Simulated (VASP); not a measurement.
Here is a VASP 6.6.1 calculation.

INCAR

```
SYSTEM = H12CO8
ALGO = Normal ; EDIFF = 1E-6
ENCUT = 1000 ; GGA = PE
GGA_COMPAT = .False. ; ISIF = 2
ISMEAR = -1 ; IVDW = 12
LASPH = .True. ; LCHARG = .True.
LELF = .True. ; LREAL = Auto
LVHAR = .True. ; LWAVE = .False.
NBANDS = 48 ; NELM = 120
PREC = Accurate ; SIGMA = 0.02
```

Contents of KPOINTS:

```
k-points
0
Gamma
  1 1 1
  0 0 0
```

POSCAR

```
H12CO8
1.0
    6.2658270000      0.0000000000      0.0000000000
    0.0000000000      6.2658270000      0.0000000000
    0.0000000000      0.0000000000      6.2658270000
O H C
8 12 1
Direct
    0.3124248403      0.0556191545      0.8537580115
    0.4577209042      0.4007132658      0.4077674025
    1.0988812810      0.2060861240      0.1964624941
    0.3012531307      0.7221871909      0.1502435353
    0.9404664380      0.6322868474      0.8810808214
    0.9376256319      0.9280817999      0.5554414445
    0.7106962896      0.2715044638      0.8700208289
    0.6842991356     -0.0124325169      1.1097178393
    0.2303127744      0.1151962861      0.9690340956
    0.2450275119      0.0372815911      0.7110952792
    0.4253708250      0.5373432749      0.4827774530
    0.5839612233      0.3495308760      0.4867833089
    1.1839937489      0.3163828175      0.2650089126
    1.0694198866      0.0895173135      0.3001997980
    0.3286397789      0.8270735850      0.0404735081
    0.4376916247      0.6523959248      0.1760821038
    0.8862996058      0.4881239140      0.9209319057
    1.0684303923      0.6561464273      0.9747157079
    0.8038364289      0.8949497010      0.4899433068
    0.9542395601      0.8044907719      0.6501935020
    0.7006896296      0.1300387004      0.9903401419
```

Potentials or basis: VASP PAW PBE potentials, release 64 (O_h, H_h, C_h).

The run is started by

```sh
$ cat potpaw_PBE.64/O_h/POTCAR potpaw_PBE.64/H_h/POTCAR potpaw_PBE.64/C_h/POTCAR > POTCAR
$ mpirun -np 1 vasp_gam > vasp.out
```

(1) Estimate the dispersion energy per atom.

(2) What does it give for the pressure?

(3) Estimate the largest force.

Answers

(1) -0.035 eV.

(2) -0.1 GPa.

(3) 2.657 eV/Å.

Caveat: the k points lie up to 1.00 Å⁻¹ apart, too coarse for converged energies, forces and pressures.
